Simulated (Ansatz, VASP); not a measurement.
ZrAl3C3 in VASP and in Ansatz

```
CELL_PARAMETERS angstrom
6.38735 0.00000 0.00000
-3.19367 5.53161 0.00000
0.00000 0.00000 5.15204
ATOMIC_POSITIONS crystal
Zr 0.00000 0.00000 0.00000
Al 0.00000 0.00000 0.50000
Al 0.33333 0.66667 0.50000
Al 0.66667 0.33333 0.50000
C 0.50000 0.00000 0.50000
C 0.00000 0.50000 0.50000
C 0.50000 0.50000 0.50000
```

Alike in both runs: task single point; functional PBE; k mesh 3 × 3 × 4; occupations gaussian, width 0.1 eV; collinear spin.

```csv
,VASP,Ansatz
version,VASP 6.6.1,Ansatz 0.2.0
potentials or method,"VASP PAW PBE potentials, release 64 (Zr_sv, Al, C), cutoff 520 eV","scalar-relativistic, plane waves, PAW"
valence electrons in the cell,33,33
```

```tsv
	VASP	Ansatz	Ansatz less VASP
gap on the k mesh at the Fermi level (eV)	none	none	-
pressure (GPa)	0.5	0.5	+0.03
traceless stress, the component that is largest in VASP (GPa)	0.39	0.36	-0.026
net moment per atom (μB)	0.03	0.03	+0.001
size of the moment on the site where the two differ most (μB)	0.86	0.67	-0.188
```

Site moments also hang on the region over which each program counts them. A gap of «none» marks a metal or a gap that the smearing closes.

The k mesh is coarse, so the values compare programs but aren't converged.
